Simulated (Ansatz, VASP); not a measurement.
One calculation of Cu, two programs

```xyz
1
Lattice="0.0000 1.8602 1.7241 1.8602 0.0000 1.7241 1.8602 1.8602 0.0000" Properties=species:S:1:pos:R:3 pbc="T T T"
Cu    0.0000    0.0000    0.0000
```

Change from the starting cell: strain +0.025 along x and y, -0.050 along z, atoms carried along.

Alike in both runs: task single point; functional PBE; k mesh 28 × 28 × 28; occupations gaussian, width 0.15 eV; no spin polarisation.

|  | VASP | Ansatz |
| --- | --- | --- |
| version | VASP 6.6.1 | Ansatz 0.2.0 |
| potentials or method | VASP PAW PBE potentials, release 64 (Cu), cutoff 520 eV | scalar-relativistic, plane waves, PAW |
| valence electrons in the cell | 11 | 19 |

VASP gave:

- gap on the k mesh at the Fermi level (eV): none
- pressure (GPa): 0.9
- traceless stress, the component that is largest in VASP (GPa): 1.91

Problem. What did Ansatz give for the same quantities?

Solution. gap on the k mesh at the Fermi level (eV): none; pressure (GPa): 0.4; traceless stress, the component that is largest in VASP (GPa): 1.95.

A gap of «none» marks a metal or a gap that the smearing closes. VASP's potentials hold 11 valence electrons a cell and Ansatz's 19, so a difference there can come from the potentials and not from the codes.
